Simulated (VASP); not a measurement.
# H2CO in VASP: notebook, part 2 of 2

VASP 6.6.1. The steps go on from the part before.

### Step 4. Single point, PBE+D3(BJ)

INCAR reads:

```
SYSTEM = H2CO
ALGO = Normal
EDIFF = 1E-7
ENCUT = 520
GGA = PE
ISIF = 2
ISMEAR = -1
IVDW = 12
LASPH = .TRUE.
LCHARG = .TRUE.
LELF = .TRUE.
LREAL = Auto
LVHAR = .TRUE.
LWAVE = .FALSE.
NBANDS = 70
NELM = 100
PREC = Accurate
SIGMA = 0.02
```

KPOINTS reads:

```
k-points
0
G
  1 1 1
  0 0 0
```

POSCAR reads:

```
H2CO
1.0
    7.8729940000      0.0000000000      0.0000000000
    0.0000000000      7.8729940000      0.0000000000
    0.0000000000      0.0000000000      7.8729940000
O C H
8 8 16
Direct
    0.3498923027      0.4181636618      0.4249844468
    0.7062624460      0.9561292692      0.2038233485
    0.4051952789      0.6320721189      0.8564848392
   -0.0469960983      0.2537027210      0.7043190939
    0.5329357548      0.1212880386      0.7665698716
    0.9333679157      0.8609812226      0.7557226641
    0.9528014374      0.4442401455      0.1324654890
    0.3034423753      0.7982477822      0.3745970085
    0.4348663291      0.2879717678      0.4127781629
    0.7881753752      0.8328089670      0.2079386825
    0.3469709236      0.6474665166      0.7143660976
    0.0022989983      0.1837801477      0.5763245850
    0.5712820307      0.2376351360      0.8639280050
    0.7953391048      0.8651854682      0.6897249001
    1.0458791154      0.3662266223      0.0352851787
    0.3159534988      0.7888104576      0.2208562587
    0.4809225055      0.2423855524      0.2840469585
    0.4585422014      0.2003939035      0.5145818732
    0.7669001145      0.7341806688      0.3099837241
    0.8992512886      0.7998354883      0.1094628041
    0.2217961807      0.7080025718      0.7031759455
    0.4120795723      0.6120416197      0.5866637267
   -0.0733901232      0.2012068090      0.4569417937
    0.1064779168      0.0825226083      0.5834629113
    0.6119654099      0.2082562237      0.9957965165
    0.5775185400      0.3674205772      0.8186085243
    0.6796778964      0.7956693476      0.7209582530
    0.7747370314      0.9548082978      0.5860667492
    1.1624548425      0.4289092561     -0.0219992547
    1.0212252162      0.2375462245     -0.0090562752
    0.4176301925      0.8625816303      0.1554173673
    0.2143530149      0.7247052392      0.1427284207
```

Potentials or basis: VASP PAW PBE potentials, release 64 (O, C, H).

Run with:

```console
> cat potpaw_PBE.64/O/POTCAR potpaw_PBE.64/C/POTCAR potpaw_PBE.64/H/POTCAR > POTCAR
> mpirun -np 1 vasp_gam > vasp.out
```

OUTCAR:

```text
SYSTEM = H2CO
   EDIFF = 1E-7
   ENCUT = 520
   GGA = PE
   ISIF = 2
   ISMEAR = -1
   IVDW = 12
   LASPH = .TRUE.
   LREAL = Auto
   NELM = 100
   PREC = Accurate
 IVDW          = 12

 ion  position               nearest neighbor table
   1  0.350  0.418  0.425-   9 1.23
   2  0.706  0.956  0.204-  10 1.17
   3  0.405  0.632  0.856-  11 1.22
   4  0.953  0.254  0.704-  12 1.21
   5  0.533  0.121  0.767-  13 1.23
   6  0.933  0.861  0.756-  14 1.20
   7  0.953  0.444  0.132-  15 1.22
   8  0.303  0.798  0.375-  16 1.22
   9  0.435  0.288  0.413-  18 1.07  17 1.13   1 1.23
  10  0.788  0.833  0.208-  19 1.13   2 1.17  20 1.20
  11  0.347  0.647  0.714-  21 1.10  22 1.16   3 1.22
  12  0.002  0.184  0.576-  23 1.12  24 1.15   4 1.21
  13  0.571  0.238  0.864-  26 1.08  25 1.11   5 1.23
  14  0.795  0.865  0.690-  27 1.09  28 1.09   6 1.20
  15  0.046  0.366  0.035-  30 1.09  29 1.14   7 1.22
  16  0.316  0.789  0.221-  31 1.12  32 1.13   8 1.22
  17  0.481  0.242  0.284-   9 1.13
  18  0.459  0.200  0.515-   9 1.07
  19  0.767  0.734  0.310-  10 1.13
  20  0.899  0.800  0.109-  10 1.20
  21  0.222  0.708  0.703-  11 1.10
  22  0.412  0.612  0.587-  11 1.16
[... 8 lines left out ...]
  31  0.418  0.863  0.155-  16 1.12
  32  0.214  0.725  0.143-  16 1.13

  LATTYP: Found a simple cubic cell.
 ALAT       =     7.8729940000

  Lattice vectors:

 A1 = (   7.8729940000,   0.0000000000,   0.0000000000)
 A2 = (   0.0000000000,   7.8729940000,   0.0000000000)
 A3 = (   0.0000000000,   0.0000000000,   7.8729940000)

Analysis of symmetry for initial positions (statically):
=====================================================================
 Subroutine PRICEL returns:
[... 176 lines left out ...]
   IALGO  =     38    algorithm
   IMIX   =      4    mixing-type and parameters
     AMIX     =   0.40;   BMIX     =  1.00
     AMIX_MAG =   1.60;   BMIX_MAG =  1.00
  volume/ion in A,a.u.               =      15.25       102.91
  Fermi-wavevector in a.u.,A,eV,Ry     =   0.952121  1.799247 12.334140  0.906534
  Thomas-Fermi vector in A             =   2.080654
   LORBIT       =      0    0 simple, 1 ext, 2 COOP (PROOUT), +10 PAW based schemes
   GGA     = PE    functional components
   LHFCALC =     F    Hartree Fock is set to
   AEXX    =    0.0000 exact exchange contribution
   IVDW    =    12    specifies the selected vdW correction
   LEPSILON=     F    determine dielectric tensor
   LRPA    =     F    only Hartree local field effects (RPA)
 non-spin polarized calculation
  energy-cutoff  :      520.00
  volume of cell :      488.00
 maximum number of plane-waves:      6603
 NGX is ok and might be reduce to    60
   NGX = 29   NGY = 29   NGZ = 29

 number of electron      96.0000002 magnetization

 Free energy of the ion-electron system (eV)
  ---------------------------------------------------
  ext. energy  EPLUGINS =         0.00000000
  ---------------------------------------------------
  free energy    TOTEN  =      -177.39189443 eV

  energy without entropy =     -177.39189443  energy(sigma->0) =     -177.39189443

 E-fermi :  -2.3440     XC(G=0):  -6.0555

 val. band max:       -2.8591187272   @ k =   0.0000   0.0000   0.0000
 cond. band min:      -0.1056627285   @ k =   0.0000   0.0000   0.0000
 fundamental gap:      2.7534559987
 Fermi energy:        -2.3440114815

 k-point     1 :       0.0000    0.0000    0.0000
  band No.  band energies     occupation
      1     -24.7259      2.00000
      2     -23.9802      2.00000
      3     -23.8725      2.00000
      4     -23.7106      2.00000
      5     -23.6716      2.00000
      6     -23.5844      2.00000
[... 52 lines left out ...]
     59       3.5441      0.00000
     60       3.7224      0.00000
 [bands above 60 left out]

------------------------ aborting loop because EDIFF is reached ----------------------------------------

 Edisp (eV)   -1.13682

 E8    (eV) :    -0.2583

  FORCE on cell =-STRESS in cart. coord.  units (eV):
  Direction    XX          YY          ZZ          XY          YZ          ZX
  --------------------------------------------------------------------------------------
  -------------------------------------------------------------------------------------
  Total      -0.98635     4.45633     0.69946    -1.66142    -2.72961     3.02281
  in kB      -3.23834    14.63080     2.29645    -5.45469    -8.96171     9.92434
  external pressure =        4.56 kB  Pullay stress =        0.00 kB

 VOLUME and BASIS-vectors are now :
 -----------------------------------------------------------------------------
  energy-cutoff  :      520.00
  volume of cell :      488.00
      direct lattice vectors                 reciprocal lattice vectors
     7.872994000  0.000000000  0.000000000     0.127016482  0.000000000  0.000000000
     0.000000000  7.872994000  0.000000000     0.000000000  0.127016482  0.000000000
     0.000000000  0.000000000  7.872994000     0.000000000  0.000000000  0.127016482

 POSITION                                       TOTAL-FORCE (eV/Angst)
 -----------------------------------------------------------------------------------
      2.75470      3.29220      3.34590         0.366728     -0.560900      0.017210
      5.56040      7.52760      1.60470        -2.386573      3.957236     -0.416499
      3.19010      4.97630      6.74310         0.728575     -0.483985      0.405360
      7.50299      1.99740      5.54510         0.067304      0.589555      0.390525
      4.19580      0.95490      6.03520        -0.020288      0.350383      0.475611
      7.34840      6.77850      5.94980         0.799515     -0.697062      1.010236
[... 24 lines left out ...]
      3.28800      6.79110      1.22360         0.000334     -0.407486     -0.240935
      1.68760      5.70560      1.12370         0.544870     -0.028549      0.108983
 -----------------------------------------------------------------------------------
    total drift:                               -0.009372      0.000412     -0.013234

  FREE ENERGIE OF THE ION-ELECTRON SYSTEM (eV)
  ---------------------------------------------------
  free  energy   TOTEN  =      -178.5287107756 eV

  energy  without entropy=     -178.5287107756  energy(sigma->0) =     -178.52871078
```

Run time: 81 s. Hardware: 1 thread of AMD EPYC 7R43 (Zen 3), shared host; peak memory 0.44 GiB.

What came out:

| Property | Result |
| --- | --- |
| Free energy | -178.5287 eV |
| Pressure | 0.5 GPa |
| Largest force | 5.650 eV/Å |
| Band gap on the k mesh | 2.75 eV |
| Dispersion energy per atom | -0.036 eV |

Forces on the atoms (eV/Å):
```
O    0.367 -0.561  0.017
O   -2.387  3.957 -0.416
O    0.729 -0.484  0.405
O    0.067  0.590  0.391
O   -0.020  0.350  0.476
O    0.800 -0.697  1.010
O    0.155 -0.304 -0.155
O   -0.020 -0.054  0.260
C   -0.733  0.318 -1.897
C    3.577 -4.353 -0.417
C    0.213  0.419 -1.224
C   -0.125 -1.097 -0.107
C    0.319 -1.367 -0.480
C   -0.500  0.777 -0.801
C    0.419  1.139 -0.005
C   -0.688  0.668 -0.187
H    0.085  0.341  0.323
H    0.261 -0.479  1.186
H    0.176 -0.018 -0.277
H   -1.278  0.410  1.064
H   -0.506  0.031 -0.445
H   -0.402  0.265  1.513
H    0.546  0.003 -0.153
H   -0.396  0.807 -0.362
H   -0.122  0.135  0.165
H   -0.095  0.831 -0.016
H   -0.165 -0.751  0.650
H   -0.255  0.415 -0.742
H   -0.384 -0.218  0.283
H   -0.183 -0.635  0.073
H    0.000 -0.407 -0.241
H    0.545 -0.029  0.109
```

Stress tensor (GPa, compression positive):
```
-0.32 -0.55  0.99
-0.55  1.46 -0.90
 0.99 -0.90  0.23
```

Levels at points of the mesh, in eV from the valence-band top:
```csv
k point,band 44,band 45,band 46,band 47,band 48,band 49,band 50,band 51,band 52,band 53
"(0.00, 0.00, 0.00)",-0.55,-0.38,-0.32,-0.25,0.00,2.75,2.85,2.98,3.09,3.24
```

Caveat: the k points lie up to 0.80 Å⁻¹ apart; the atoms stand as in a frame of molecular dynamics.

### Step 5. Overview

| cell | gap on the mesh (eV) | pressure (GPa) | largest force (eV/Å) |
| --- | --- | --- | --- |
| as given, atomic positions A | 2.48 | 0.1 | 4.56 |
| as given, atomic positions B | 2.48 | 1.9 | 4.27 |
| as given, atomic positions C | 2.75 | 0.5 | 5.65 |

Alike in all rows: task single point; level PBE+D3(BJ); potentials or basis VASP PAW PBE potentials, release 64 (O, C, H); no spin polarisation; k mesh 1 × 1 × 1; cutoff (eV) 520; smearing fermi-dirac 0.02 eV.

Caveats: all runs use coarse meshes; the atoms stand as in a frame of molecular dynamics.

Absolute energies hang on the potentials; compare differences alone.
